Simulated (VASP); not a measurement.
Here is a VASP 6.6.1 calculation.

The input INCAR:

```
PREC = Accurate
ENCUT = 520
EDIFF = 1E-6
ISMEAR = 0
SIGMA = 0.05
LREAL = False
LASPH = True
NELM = 80
ALGO = Normal
ISIF = 2
LWAVE = False
LCHARG = False
GGA = PE
NBANDS = 15
```

KPOINTS

```
regular mesh
0
Gamma
  10 10 10
```

Contents of POSCAR:

```
BaS
1.0
    0.0000000000      3.2142043034      3.2142043034
    3.1820622604      0.0000000000      3.2142043034
    3.1820622604      3.2142043034      0.0000000000
Ba S
1 1
Direct
    0.5000000000      0.5000000000      0.5000000000
    0.0000000000      0.0000000000      0.0000000000
```

Potentials or basis: VASP PAW PBE potentials, release 64 (Ba_sv, S).

Run with:

```sh
$ cat potpaw_PBE.64/Ba_sv/POTCAR potpaw_PBE.64/S/POTCAR > POTCAR
$ mpirun -np 1 vasp_std > vasp.out
```

Predict the band gap on the k mesh.

2.10 eV, indirect (least direct gap 2.24 eV).

What does it give for the pressure?

1.0 GPa.

Stress tensor (GPa, compression positive):
```
1.58 0.00 0.00
0.00 0.73 0.00
0.00 0.00 0.73
```

Caveat: spin-orbit coupling is left out, which moves the levels of the heavy elements. A k mesh can miss the band edges.
